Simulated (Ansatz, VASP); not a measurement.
## One calculation of TaN, two programs

File INCAR:

```
ALGO = Normal
EDIFF = 1E-7
EDIFFG = -0.01
ENCUT = 600
GGA = PE
IBRION = 2
ISIF = 3
ISMEAR = 0
LASPH = T
LCHARG = F
LREAL = F
LWAVE = F
NELM = 100
NSW = 100
PREC = Accurate
SIGMA = 0.1
```

KPOINTS

```
k-points
0
Gamma
  16 12 14
```

The input POSCAR:

```
TaN
1.0
    3.0570429038      0.0000000000      0.0000000000
    0.0000000000      4.3042768714      0.0000000000
    0.0000000000      0.0000000000      3.2892078218
Ta N
2 2
Direct
    0.5000000000      0.5000000000      0.6974532215
    0.0000000000      0.0000000000      0.3025467785
    0.0000000000      0.5000000000      0.2035173163
    0.5000000000      0.0000000000      0.7964826837
```

Input for Ansatz:

```yaml
crystal:
  lattice:
    - [3.0570429038, 0.0, 0.0]
    - [0.0, 4.3042768714, 0.0]
    - [0.0, 0.0, 3.2892078218]
  atoms:
    - { symbol: Ta, position: [0.5, 0.5, 0.6974532215] }
    - { symbol: Ta, position: [0.0, 0.0, 0.3025467785] }
    - { symbol: "N", position: [0.0, 0.5, 0.2035173163] }
    - { symbol: "N", position: [0.5, 0.0, 0.7964826837] }
basis:
  ecutwfc: 420
kpoints:
  mp_grid: { grid: [16, 12, 14] }
hamiltonian:
  xc: pbe
scf:
  occupations: { method: gaussian, width: 0.1 }
output:
  forces: true
  stress: true
  eigenvalues: true
  write_density: true
  write_potential: true
  elf: true
  volumetric_format: npy
relax:
  adjacent_minimum: "off"
  f_tol: 0.01
  max_steps: 80
  cell: { stress_tol: 0.05 }
```

Change from the starting cell: species swapped into the CrN type (Pmmn, No. 59).

Alike in both runs: task relaxation of cell and atoms; functional PBE; k mesh 16 × 12 × 14; occupations gaussian, width 0.1 eV; no spin polarisation.

|  | VASP | Ansatz |
| --- | --- | --- |
| version | VASP 6.6.1 | Ansatz 0.2.0 |
| potentials or method | VASP PAW PBE potentials, release 64 (Ta_pv, N), cutoff 600 eV | scalar-relativistic, plane waves, PAW |
| valence electrons in the cell | 32 | 36 |

|  | VASP | Ansatz | Ansatz less VASP |
| --- | --- | --- | --- |
| gap on the k mesh at the Fermi level, each at its own relaxed structure (eV) | none | none | - |
| relaxed volume (Å³/atom) | 10.81 | 10.79 | -0.024 |
| relaxed length of the cell vector where the two differ most in proportion (Å) | 3.227 | 3.223 | -0.0038 |

A gap of «none» marks a metal or a gap that the smearing closes. VASP's potentials hold 32 valence electrons a cell and Ansatz's 36, so a difference there can come from the potentials and not from the codes.

Neither program's run includes spin-orbit coupling.
